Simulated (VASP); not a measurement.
# Sn (Im-3m) in VASP: a series of runs

Aim: see how the results for Sn move with the level of theory and the settings. Levels: BLYP, PBEsol, LDA. Tasks: single point.

Program: VASP 6.6.1. These are calculated values, not measurements. Logs are shortened: lines on timing, memory, paths and dates and some standing lists are left out, and cuts for length are marked.

**1. The cell of the first run**

The structure is cubic, space group Im-3m (No. 229). Conventional cell: a = 3.789 Å, b = 3.789 Å, c = 3.789 Å, α = 90.00°, β = 90.00°, γ = 90.00°. Within 4.3 Å of Sn (site symmetry m-3m) lie 14 Sn at 3.28 to 3.79 Å.

**2. Single point, BLYP**

Input file INCAR:

```
SYSTEM = Sn
  AGGAC = 1.0
  AGGAX = 1.0
  ALDAC = 0.0
  ALDAX = 1.0
  ALGO = Normal
  EDIFF = 1E-7
  ENCUT = 520
  GGA = B5
  ISIF = 2
  ISMEAR = 1
  LASPH = .True.
  LCHARG = .False.
  LREAL = .False.
  LWAVE = .False.
  NBANDS = 13
  NELM = 60
  PREC = Accurate
  SIGMA = 0.15
```

Input file KPOINTS:

```
k-points
0
Gamma
  11 11 11
  0 0 0
```

Input file POSCAR:

```
Sn
1.0
   -1.8946520000      1.8946520000      1.8946520000
    1.8946520000     -1.8946520000      1.8946520000
    1.8946520000      1.8946520000     -1.8946520000
Sn
1
Direct
    0.0000000000      0.0000000000      0.0000000000
```

Potentials or basis: VASP PAW PBE potentials, release 64 (Sn_d).

Started as:

```sh
cat potpaw_PBE.64/Sn_d/POTCAR > POTCAR
mpirun -np 1 vasp_std > vasp.out
```

OUTCAR:

```text
SYSTEM = Sn
   EDIFF = 1E-7
   ENCUT = 520
   GGA = B5
   ISIF = 2
   ISMEAR = 1
   LASPH = .True.
   LREAL = .False.
   NELM = 60
   PREC = Accurate

 ion  position               nearest neighbor table
   1  0.000  0.000  0.000-

  LATTYP: Found a body centered cubic cell.
 ALAT       =     3.7893040000

  Lattice vectors:

 A1 = (  -1.8946520000,   1.8946520000,   1.8946520000)
 A2 = (   1.8946520000,  -1.8946520000,   1.8946520000)
 A3 = (   1.8946520000,   1.8946520000,  -1.8946520000)

Analysis of symmetry for initial positions (statically):
=====================================================================
 Subroutine PRICEL returns:
 Original cell was already a primitive cell.

 Routine SETGRP: Setting up the symmetry group for a
 body centered cubic supercell.

 Subroutine GETGRP returns: Found 48 space group operations
 (whereof 48 operations were pure point group operations)
 out of a pool of 48 trial point group operations.

The static configuration has the point symmetry O_h .

Analysis of symmetry for dynamics (positions and initial velocities):
=====================================================================
 Subroutine PRICEL returns:
 Original cell was already a primitive cell.

 Routine SETGRP: Setting up the symmetry group for a
 body centered cubic supercell.

 Subroutine GETGRP returns: Found 48 space group operations
 (whereof 48 operations were pure point group operations)
 out of a pool of 48 trial point group operations.

The dynamic configuration has the point symmetry O_h .

 Subroutine INISYM returns: Found 48 space group operations
 (whereof 48 operations are pure point group operations),
 and found     1 'primitive' translations

----------------------------------------------------------------------------------------

                                     Primitive cell

  volume of cell :      27.2050

  direct lattice vectors                    reciprocal lattice vectors
    -1.894652000  1.894652000  1.894652000     0.000000000  0.263900706  0.263900706
     1.894652000 -1.894652000  1.894652000     0.263900706  0.000000000  0.263900706
     1.894652000  1.894652000 -1.894652000     0.263900706  0.263900706  0.000000000

  length of vectors
     3.281633527  3.281633527  3.281633527     0.373211957  0.373211957  0.373211957

  position of ions in fractional coordinates (direct lattice)
     0.000000000  0.000000000  0.000000000

[... 81 lines left out ...]
   ISIF   =      2    stress and relaxation
   ISYM   =      2    0-nonsym 1-usesym 2-fastsym
   POTIM  = 0.5000    time-step for ionic-motion
   TEBEG  =    0.0;   TEEND  =   0.0 temperature during run
   PSTRESS=    0.0 pullay stress
   NELECT =      14.0000    total number of electrons
   NUPDOWN=      -1.0000    fix difference up-down
   EMIN   =  10.00;   EMAX   =-10.00  energy-range for DOS
   EFERMI =   0.00;   METHOD = LEGACY
   ISMEAR =     1;   SIGMA  =   0.15  broadening in eV -4-tet -1-fermi 0-gaus
   EFERMI_NEDOS =   21; number of points for ismear=-14 and -15
   IALGO  =     38    algorithm
   IMIX   =      4    mixing-type and parameters
     AMIX     =   0.40;   BMIX     =  1.00
     AMIX_MAG =   1.60;   BMIX_MAG =  1.00
  volume/ion in A,a.u.               =      27.20       183.59
  Fermi-wavevector in a.u.,A,eV,Ry     =   1.311902  2.479135 23.416808  1.721087
  Thomas-Fermi vector in A             =   2.442331
   LORBIT       =      0    0 simple, 1 ext, 2 COOP (PROOUT), +10 PAW based schemes
   GGA     = B5    functional components
   LHFCALC =     F    Hartree Fock is set to
   AEXX    =    0.0000 exact exchange contribution
   IVDW    =     0    specifies the selected vdW correction
   LEPSILON=     F    determine dielectric tensor
   LRPA    =     F    only Hartree local field effects (RPA)
 non-spin polarized calculation
 Methfessel and Paxton  Order N= 1 SIGMA  =   0.15
  energy-cutoff  :      520.00
  volume of cell :       27.20
 maximum number of plane-waves:       742
   NGX = 13   NGY = 13   NGZ = 13

 number of electron      13.9999996 magnetization

 Free energy of the ion-electron system (eV)
  ---------------------------------------------------
  ext. energy  EPLUGINS =         0.00000000
  ---------------------------------------------------
  free energy    TOTEN  =        -2.88676175 eV

  energy without entropy =       -2.88699731  energy(sigma->0) =       -2.88684027

 E-fermi :   8.5637     XC(G=0):  -9.7479

 val. band max:        8.5498124445   @ k =  -0.2727   0.3636   0.1818
 cond. band min:       8.7144325886   @ k =  -0.4545  -0.4545   0.1818
 fundamental gap:      0.1646201441
 Fermi energy:         8.5636823774

 k-point     1 :       0.0000    0.0000    0.0000
  band No.  band energies     occupation
      1     -12.9895      2.00000
      2     -12.9895      2.00000
      3     -12.9895      2.00000
      4     -12.8478      2.00000
      5     -12.8478      2.00000
      6      -2.5287      2.00000
      7      16.2504      0.00000
      8      16.2504      0.00000
      9      16.2504      0.00000
     10      20.9789      0.00000
     11      20.9789      0.00000
     12      20.9789      0.00000
     13      21.3410      0.00000
[... 354 lines left out ...]
  band No.  band energies     occupation
      1     -13.0017      2.00000
      2     -12.9361      2.00000
      3     -12.8581      2.00000
      4     -12.8548      2.00000
      5     -12.8219      2.00000
      6       2.6058      2.00000
      7       5.1968      2.00000
      8       8.4800      1.80065
      9      10.7688     -0.00000
     10      20.8196      0.00000
     11      22.5634      0.00000
     12      24.0279      0.00000
     13      24.5737      0.00000

 [... further k-points ...]

------------------------ aborting loop because EDIFF is reached ----------------------------------------

  FORCE on cell =-STRESS in cart. coord.  units (eV):
  Direction    XX          YY          ZZ          XY          YZ          ZX
  --------------------------------------------------------------------------------------
  -------------------------------------------------------------------------------------
  Total        0.9707193      0.9707193      0.9707193      0.0000000     -0.0000000      0.0000000
  in kB       57.1683801     57.1683801     57.1683801      0.0000000     -0.0000000      0.0000000
  external PRESSURE =      57.1683801 kB  Pullay stress =       0.0000000 kB

 VOLUME and BASIS-vectors are now :
 -----------------------------------------------------------------------------
  energy-cutoff  :      520.00
  volume of cell :       27.20
      direct lattice vectors                 reciprocal lattice vectors
    -1.894652000  1.894652000  1.894652000     0.000000000  0.263900706  0.263900706
     1.894652000 -1.894652000  1.894652000     0.263900706  0.000000000  0.263900706
     1.894652000  1.894652000 -1.894652000     0.263900706  0.263900706  0.000000000

 POSITION                                       TOTAL-FORCE (eV/Angst)
 -----------------------------------------------------------------------------------
      0.00000      0.00000      0.00000         0.000000     -0.000000      0.000000
 -----------------------------------------------------------------------------------
    total drift:                               -0.000000      0.000000      0.000000

  FREE ENERGIE OF THE ION-ELECTRON SYSTEM (eV)
  ---------------------------------------------------
  free  energy   TOTEN  =        -2.8867617527 eV

  energy  without entropy=       -2.8869973071  energy(sigma->0) =       -2.88684027
```

OSZICAR:

```text
N       E                     dE             d eps       ncg     rms          rms(c)
DAV:   1     0.839752201913E+02    0.83975E+02   -0.70935E+03  1499   0.160E+03
DAV:   2     0.312468056597E+01   -0.80851E+02   -0.78166E+02  1541   0.345E+02
DAV:   3    -0.277452687805E+01   -0.58992E+01   -0.58816E+01  1719   0.752E+01
DAV:   4    -0.289524820644E+01   -0.12072E+00   -0.12069E+00  1774   0.116E+01
DAV:   5    -0.289935255779E+01   -0.41044E-02   -0.41042E-02  1842   0.210E+00    0.127E+00
DAV:   6    -0.288877460053E+01    0.10578E-01   -0.15024E-02  1849   0.214E+00    0.662E-01
DAV:   7    -0.288672880787E+01    0.20458E-02   -0.78726E-03  1841   0.146E+00    0.114E-01
DAV:   8    -0.288677127162E+01   -0.42464E-04   -0.85982E-04  1811   0.459E-01    0.328E-02
DAV:   9    -0.288676013348E+01    0.11138E-04   -0.24969E-05  1834   0.769E-02    0.192E-02
DAV:  10    -0.288676154489E+01   -0.14114E-05   -0.64781E-06  1721   0.261E-02    0.526E-03
DAV:  11    -0.288676182879E+01   -0.28389E-06   -0.10335E-07  1370   0.367E-03    0.200E-03
DAV:  12    -0.288676175272E+01    0.76070E-07   -0.26825E-08  1073   0.243E-03
   1 F= -.28867618E+01 E0= -.28868403E+01  d E =0.235554E-03
```

Run time: 26 s. Hardware: 1 thread of Intel Xeon 8259CL, shared host; peak memory 0.15 GiB.

Results:

* Free energy: -2.8868 eV
* Pressure: 5.7 GPa
* Band gap on the k mesh: zero (band 7 reaches 16.25 eV, above the bottom of band 8 at 6.27 eV)

Caveat: the PAW data sets were made with another functional, which shifts forces and pressure a little; spin-orbit coupling is left out, which moves the levels of the heavy elements.

**3. Single point, PBEsol**

Input file INCAR:

```
SYSTEM = Sn
PREC = Accurate
ENCUT = 520
EDIFF = 1E-6
ISMEAR = 1
SIGMA = 0.15
LREAL = .False.
LASPH = .True.
NELM = 60
ALGO = Normal
ISIF = 2
LWAVE = .False.
LCHARG = .False.
GGA = PS
NBANDS = 13
```

Input file KPOINTS:

```
regular mesh
0
Gamma
  11 11 11
  0 0 0
```

POSCAR is that of step 2.

Potentials or basis: VASP PAW PBE potentials, release 64 (Sn_d).

Started as:

```sh
cat potpaw_PBE.64/Sn_d/POTCAR > POTCAR
mpirun -np 1 vasp_std > vasp.out
```

Run time: 16 s. Hardware: 1 thread of Intel Xeon 8259CL, shared host; peak memory 0.15 GiB.

The run converged. Its results:

```yaml
Free_energy: -4.2175 eV
Pressure: -1.7 GPa
Band_gap_on_the_k_mesh: zero (band 7 reaches 15.86 eV, above the bottom of band 8 at 5.54 eV)
```

Levels at points of the mesh, in eV from the Fermi level:
```
           k point  band 5  band 6  band 7  band 8  band 9  band 10
(0.00, 0.00, 0.00)  -21.32  -11.12    7.92    7.92    7.92    12.09
```

Caveat: the PAW data sets were made with another functional, which shifts forces and pressure a little; spin-orbit coupling is left out, which moves the levels of the heavy elements.

**4. Single point, LDA**

Input file INCAR:

```
ALGO = Normal ; EDIFF = 1E-6
ENCUT = 520 ; ISIF = 2
ISMEAR = 1 ; LASPH = T
LCHARG = F ; LREAL = F
LWAVE = F ; NBANDS = 13
NELM = 80 ; PREC = Accurate
SIGMA = 0.15
```

Input file KPOINTS:

```
k-points
0
Gamma
  11 11 11
```

POSCAR is that of step 3.

Potentials or basis: VASP PAW LDA potentials, release 64 (Sn_d).

Started as:

```sh
cat potpaw_LDA.64/Sn_d/POTCAR > POTCAR
mpirun -np 1 vasp_std > vasp.out
```

OUTCAR:

```text
EDIFF = 1E-6
   ENCUT = 520
   ISIF = 2
   ISMEAR = 1
   LASPH = T
   LREAL = F
   NELM = 80
   PREC = Accurate

 ion  position               nearest neighbor table
   1  0.000  0.000  0.000-

  LATTYP: Found a body centered cubic cell.
 ALAT       =     3.7893040000

  Lattice vectors:

 A1 = (  -1.8946520000,   1.8946520000,   1.8946520000)
 A2 = (   1.8946520000,  -1.8946520000,   1.8946520000)
[... 562 lines left out ...]
     12      23.1492      0.00000
     13      23.6819      0.00000

 [... further k-points ...]

------------------------ aborting loop because EDIFF is reached ----------------------------------------

  FORCE on cell =-STRESS in cart. coord.  units (eV):
  Direction    XX          YY          ZZ          XY          YZ          ZX
  --------------------------------------------------------------------------------------
  -------------------------------------------------------------------------------------
  Total       -0.5066601     -0.5066601     -0.5066601      0.0000000      0.0000000     -0.0000000
  in kB      -29.8386316    -29.8386316    -29.8386316      0.0000000      0.0000000     -0.0000000
  external PRESSURE =     -29.8386316 kB  Pullay stress =       0.0000000 kB

 VOLUME and BASIS-vectors are now :
 -----------------------------------------------------------------------------
  energy-cutoff  :      520.00
  volume of cell :       27.20
      direct lattice vectors                 reciprocal lattice vectors
    -1.894652000  1.894652000  1.894652000     0.000000000  0.263900706  0.263900706
     1.894652000 -1.894652000  1.894652000     0.263900706  0.000000000  0.263900706
     1.894652000  1.894652000 -1.894652000     0.263900706  0.263900706  0.000000000

 POSITION                                       TOTAL-FORCE (eV/Angst)
 -----------------------------------------------------------------------------------
      0.00000      0.00000      0.00000        -0.000000      0.000000     -0.000000
 -----------------------------------------------------------------------------------
    total drift:                                0.000000      0.000000     -0.000000

  FREE ENERGIE OF THE ION-ELECTRON SYSTEM (eV)
  ---------------------------------------------------
  free  energy   TOTEN  =        -4.4183933982 eV

  energy  without entropy=       -4.4190507621  energy(sigma->0) =       -4.41861252
```

Run time: 14 s. Hardware: 1 thread of Intel Xeon 8259CL, shared host; peak memory 0.13 GiB.

What came out:

- Free energy: -4.4184 eV
- Pressure: -3.0 GPa
- Band gap on the k mesh: zero (band 7 reaches 15.63 eV, above the bottom of band 8 at 5.45 eV)

Levels at points of the mesh, in eV from the Fermi level:
| k point | band 5 | band 6 | band 7 | band 8 | band 9 | band 10 |
| --- | --- | --- | --- | --- | --- | --- |
| (0.00, 0.00, 0.00) | -21.32 | -11.11 | 7.81 | 7.81 | 7.81 | 12.19 |

Caveat: spin-orbit coupling is left out, which moves the levels of the heavy elements.

**5. The runs side by side**

```tsv
level	potentials or basis	gap on the mesh (eV)	pressure (GPa)
BLYP	VASP PAW PBE potentials, release 64 (Sn_d)	none	5.7
PBEsol	VASP PAW PBE potentials, release 64 (Sn_d)	none	-1.7
LDA	VASP PAW LDA potentials, release 64 (Sn_d)	none	-3.0
```

Alike in all rows: task single point; no spin polarisation; cell as given; k mesh 11 × 11 × 11; cutoff (eV) 520; smearing methfessel-paxton 0.15 eV.

Caveats: spin-orbit coupling is left out, which moves the levels of the heavy elements; the PAW data sets were made with another functional, which shifts forces and pressure a little (some runs).

Total energies depend on the potentials used, so only differences within one code and one set of settings carry meaning.
